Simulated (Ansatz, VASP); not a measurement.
This is a calculation of CaO for VASP 6.6.1.

The input INCAR:

```
SYSTEM = CaO
ALGO = Normal ; EDIFF = 1E-7
EDIFFG = -0.02 ; ENCUT = 600
GGA = RP ; IBRION = 2
ISIF = 3 ; ISMEAR = -1
IVDW = 12 ; LASPH = .True.
LCHARG = .False. ; LREAL = .False.
LWAVE = .False. ; NELM = 60
NSW = 80 ; PREC = Accurate
SIGMA = 0.05
```

Contents of KPOINTS:

```
k-points
0
Gamma
  10 10 10
  0 0 0
```

File POSCAR:

```
CaO
1.0
    0.0000000000      2.4035556960      2.4035556960
    2.4035556960      0.0000000000      2.4035556960
    2.4035556960      2.4035556960      0.0000000000
Ca O
1 1
Direct
    0.0000000000      0.0000000000      0.0000000000
    0.5000000000      0.5000000000      0.5000000000
```

Potentials or basis: VASP PAW PBE potentials, release 64 (Ca_sv, O).

Launch:

```bash
$ cat potpaw_PBE.64/Ca_sv/POTCAR potpaw_PBE.64/O/POTCAR > POTCAR
$ mpirun -np 1 vasp_std > vasp.out
```

**Question.** Translate it to Ansatz 0.2.0. Potentials there: all-electron LAPW, scalar-relativistic.

**Answer.** As run (the cutoff follows the program's own potentials):

The input input.yaml:

```yaml
crystal:
  lattice:
    - [0.0, 2.403555696, 2.403555696]
    - [2.403555696, 0.0, 2.403555696]
    - [2.403555696, 2.403555696, 0.0]
  atoms:
    - { symbol: Ca, position: [0.0, 0.0, 0.0] }
    - { symbol: O, position: [0.5, 0.5, 0.5] }
kpoints:
  mp_grid: { grid: [10, 10, 10] }
scf:
  occupations: { method: fermi_dirac, width: 0.05 }
hamiltonian:
  xc: rpbe
  dispersion: d3bj
  pseudopotentials: { kind: all_electron, lapw: { basis_error: 0.001 } }
output:
  forces: true
  stress: true
relax:
  f_tol: 0.02
  max_steps: 60
  cell: {}
```

Potentials or basis: all-electron LAPW, scalar-relativistic.

The run is started by

```sh
$ ansatz run input.yaml --threads 1 --pin off --max-ram 3072MiB --backend cpu --events-out ev --progress --plain --runs-dir out
```

Both were run:

|  | VASP | Ansatz | Ansatz less VASP |
| --- | --- | --- | --- |
| relaxed volume (Å³/atom) | 12.08 | 12.00 | -0.081 |
| relaxed length of the cell vector where the two differ most in proportion (Å) | 3.245 | 3.238 | -0.0072 |

VASP's potentials were made for PBE, not for RPBE. Ansatz ran all-electron here, and VASP with PAW potentials.
